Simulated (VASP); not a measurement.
# Ag (Fm-3m) in VASP: notebook, part 2 of 2

VASP 6.6.1.

## Step 4: Single point, HSE06

This run uses another cell than the first one, of 17.51 Å³/atom.

File POSCAR:

```
Ag
1.0
    0.0000000000      2.0610734059      2.0610734059
    2.0610734059      0.0000000000      2.0610734059
    2.0610734059      2.0610734059      0.0000000000
Ag
1
Direct
    0.0000000000      0.0000000000      0.0000000000
```

File INCAR.step1:

```
ALGO     = Normal         # electronic algorithm
EDIFF    = 1E-5           # SCF threshold, eV
ENCUT    = 520            # plane-wave cutoff, eV
GGA      = PE             # functional
ISIF     = 2              # what is computed and relaxed
ISMEAR   = -1             # smearing method
LASPH    = True           # aspherical terms in the spheres
LCHARG   = False          # write CHGCAR
LREAL    = False          # projectors in reciprocal space
LWAVE    = True           # write WAVECAR
NBANDS   = 12             # bands
NELM     = 100            # most SCF steps
PREC     = Accurate       # precision mode
SIGMA    = 0.1            # smearing width, eV
```

File INCAR.step2:

```
ALGO     = Normal         # electronic algorithm
EDIFF    = 1E-7           # SCF threshold, eV
ENCUT    = 520            # plane-wave cutoff, eV
GGA      = PE             # functional
HFSCREEN = 0.2079         # screening, 1/A
ISIF     = 2              # what is computed and relaxed
ISMEAR   = -1             # smearing method
ISTART   = 1            
LASPH    = True           # aspherical terms in the spheres
LCHARG   = False          # write CHGCAR
LHFCALC  = True           # exact exchange
LREAL    = False          # projectors in reciprocal space
LWAVE    = False          # write WAVECAR
NBANDS   = 12             # bands
NELM     = 100            # most SCF steps
PREC     = Accurate       # precision mode
PRECFOCK = Normal       
SIGMA    = 0.1            # smearing width, eV
```

File KPOINTS:

```
k-points
0
Gamma
  6 6 6
```

Started as:

```
cat potpaw_PBE.64/Ag/POTCAR > POTCAR
cp INCAR.step1 INCAR
mpirun -np 1 vasp_std > vasp.out
cp INCAR.step2 INCAR
mpirun -np 1 vasp_std > vasp.out
```

Run time: 7.1 min. Hardware: 1 thread of Intel Xeon 6975P-C (Granite Rapids), shared host; peak memory 0.25 GiB.

It converged, with:

```yaml
Free_energy: -2.7816 eV
Pressure: 2.2 GPa
Band_gap_on_the_k_mesh: zero (an odd number of electrons rules out a gap without spin polarisation)
```

Levels at points of the mesh, in eV from the Fermi level:
```tsv
k point	band 3	band 4	band 5	band 6	band 7	band 8	band 9	band 10
(0.00, 0.00, 0.00)	-5.79	-5.79	-4.76	-4.76	17.16	20.78	20.78	20.78
(0.50, 0.00, 0.00)	-5.82	-3.89	-3.89	-0.08	4.24	16.33	19.10	19.10
(0.50, 0.50, 0.00)	-3.96	-3.65	-3.65	2.20	7.58	11.72	11.72	18.20
```

Caveat: the k points lie up to 0.44 Å⁻¹ apart, too coarse for converged energies and pressures of a metal; the PAW data sets were made with another functional, which shifts forces and pressure a little.

## Step 5: Single point, HSE06

This run uses another cell than the first one, of 18.05 Å³/atom.

File POSCAR:

```
Ag
1.0
    0.0000000000      2.0818937383      2.0818937383
    2.0818937383      0.0000000000      2.0818937383
    2.0818937383      2.0818937383      0.0000000000
Ag
1
Direct
    0.0000000000      0.0000000000      0.0000000000
```

File INCAR.step1:

```
PREC = Accurate
ENCUT = 520
EDIFF = 1E-5
ISMEAR = -1
SIGMA = 0.1
LREAL = F
LASPH = T
NELM = 80
ALGO = Normal
ISIF = 2
LWAVE = T
LCHARG = F
GGA = PE
NBANDS = 12
```

File INCAR.step2:

```
PREC = Accurate
ENCUT = 520
EDIFF = 1E-6
ISMEAR = -1
SIGMA = 0.1
LREAL = F
LASPH = T
NELM = 80
ALGO = Normal
ISIF = 2
LWAVE = F
LCHARG = F
GGA = PE
LHFCALC = T
HFSCREEN = 0.2079
PRECFOCK = Normal
ISTART = 1
NBANDS = 12
```

File KPOINTS:

```
Automatic mesh
0
Gamma
  6 6 6
```

Started as:

```
cat potpaw_PBE.64/Ag/POTCAR > POTCAR
cp INCAR.step1 INCAR
mpirun -np 1 vasp_std > vasp.out
cp INCAR.step2 INCAR
mpirun -np 1 vasp_std > vasp.out
```

Run time: 5.6 min. Hardware: 1 thread of Intel Xeon 6975P-C (Granite Rapids), shared host; peak memory 0.25 GiB.

The run converged. Its results:

```
Free energy            : -2.7851 eV
Pressure               : -0.3 GPa
Band gap on the k mesh : zero (an odd number of electrons rules out a gap without spin polarisation)
```

Levels at points of the mesh, in eV from the Fermi level:
```
           k point  band 2  band 3  band 4  band 5  band 6  band 7  band 8  band 9  band 10  band 11
(0.00, 0.00, 0.00)   -5.68   -5.68   -5.68   -4.71   -4.71   17.06   20.51   20.51    20.51    25.01
(0.50, 0.00, 0.00)   -5.71   -5.71   -3.89   -3.89    0.01    4.06   16.23   18.76    18.76    23.48
(0.50, 0.50, 0.00)   -7.12   -3.96   -3.66   -3.66    2.22    7.34   11.55   11.55    17.82    17.93
```

Caveat: the k points lie up to 0.44 Å⁻¹ apart, too coarse for converged energies and pressures of a metal; the PAW data sets were made with another functional, which shifts forces and pressure a little.

## Step 6: Single point, HSE06

This run uses another cell than the first one, of 18.05 Å³/atom.

POSCAR is that of step 5.

File INCAR.step1:

```
SYSTEM = Ag
ALGO = Normal
EDIFF = 1E-5
ENCUT = 520
GGA = PE
ISIF = 2
ISMEAR = -1
LASPH = .TRUE.
LCHARG = .FALSE.
LREAL = .FALSE.
LWAVE = .TRUE.
NBANDS = 12
NELM = 100
PREC = Accurate
SIGMA = 0.1
```

File INCAR.step2:

```
SYSTEM = Ag
ALGO = Normal
EDIFF = 1E-6
ENCUT = 520
GGA = PE
HFSCREEN = 0.2079
ISIF = 2
ISMEAR = -1
ISTART = 1
LASPH = .TRUE.
LCHARG = .FALSE.
LHFCALC = .TRUE.
LREAL = .FALSE.
LWAVE = .FALSE.
NBANDS = 12
NELM = 100
PREC = Accurate
PRECFOCK = Normal
SIGMA = 0.1
```

File KPOINTS:

```
k-points
0
G
  6 6 6
  0 0 0
```

Potentials or basis: VASP PAW PBE potentials, release 64 (Ag).

Started as:

```
cat potpaw_PBE.64/Ag/POTCAR > POTCAR
cp INCAR.step1 INCAR
mpirun -np 1 vasp_std > vasp.out
cp INCAR.step2 INCAR
mpirun -np 1 vasp_std > vasp.out
```

It took 6.6 min on 1 thread of Intel Xeon 6975P-C (Granite Rapids), shared host; peak memory 0.24 GiB.

It converged, with:

```yaml
Free_energy: -2.7851 eV
Pressure: -0.3 GPa
Band_gap_on_the_k_mesh: zero (an odd number of electrons rules out a gap without spin polarisation)
```

Levels at points of the mesh, in eV from the Fermi level:
```csv
k point,band 3,band 4,band 5,band 6,band 7,band 8,band 9,band 10
"(0.00, 0.00, 0.00)",-5.68,-5.68,-4.71,-4.71,17.06,20.51,20.51,20.51
"(0.50, 0.00, 0.00)",-5.71,-3.89,-3.89,0.01,4.06,16.23,18.76,18.76
"(0.50, 0.50, 0.00)",-3.96,-3.66,-3.66,2.22,7.34,11.55,11.55,17.82
```

Caveat: the k points lie up to 0.44 Å⁻¹ apart, too coarse for converged energies and pressures of a metal; the PAW data sets were made with another functional, which shifts forces and pressure a little.

## Step 7: The runs side by side

| cell | gap on the mesh (eV) | pressure (GPa) |
| --- | --- | --- |
| a = 2.973 Å, angles 60.0°, 1 atom | none | -2.3 |
| a = 2.915 Å, angles 60.0°, 1 atom | none | 2.2 |
| a = 2.944 Å, angles 60.0°, 1 atom | none | -0.3 |

Alike in all rows: task single point; level HSE06; potentials or basis VASP PAW PBE potentials, release 64 (Ag); no spin polarisation; k mesh 6 × 6 × 6; cutoff (eV) 520; smearing fermi-dirac 0.1 eV.

Caveats: all runs use coarse meshes; the PAW data sets were made with another functional, which shifts forces and pressure a little.

Absolute energies hang on the potentials; compare differences alone.
